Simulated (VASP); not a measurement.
Ga2O3:

```
Ga O
1.0
     6.18736   -1.53853    0.00000
     6.18736    1.53853    0.00000
    -1.40423    0.00000    5.70410
Ga O
4 6
Direct
  0.34134 0.34134 0.68598
  0.65866 0.65866 0.31402
  0.90950 0.90950 0.20540
  0.09050 0.09050 0.79460
  0.50410 0.50410 0.74340
  0.49590 0.49590 0.25660
  0.82670 0.82670 0.43680
  0.17330 0.17330 0.56320
  0.83550 0.83550 0.89020
  0.16450 0.16450 0.10980
```

Base run:

* Program: VASP 6.6.1
* Functional: revPBE
* Potentials or basis: VASP PAW PBE potentials, release 64 (Ga_d, O)
* Cutoff: 520 eV
* k mesh: 9 × 9 × 5
* Occupations: fermi-dirac, width 0.05 eV
* Spin: no spin polarisation

Its results: band gap on the k mesh 2.15 eV (least direct gap 2.18 eV); pressure 5.4 GPa; largest force 0.140 eV/Å.

Question: The run is repeated on the same cell with these changes: functional from revPBE to LDA; potentials or basis from VASP PAW PBE potentials, release 64 (Ga_d, O) to VASP PAW LDA potentials, release 64 (Ga_d, O). What comes out?

Answer: Band gap on the k mesh 1.98 eV (least direct gap 2.01 eV); pressure -9.7 GPa; largest force 0.219 eV/Å.

Caveats: an odd mesh through Γ misses points on the zone boundary, where band edges can lie; the cell stands under pressure (at least some runs); the PAW data sets were made with another functional, which shifts forces and pressure a little (at least some runs); the cell stands under tension (at least some runs).
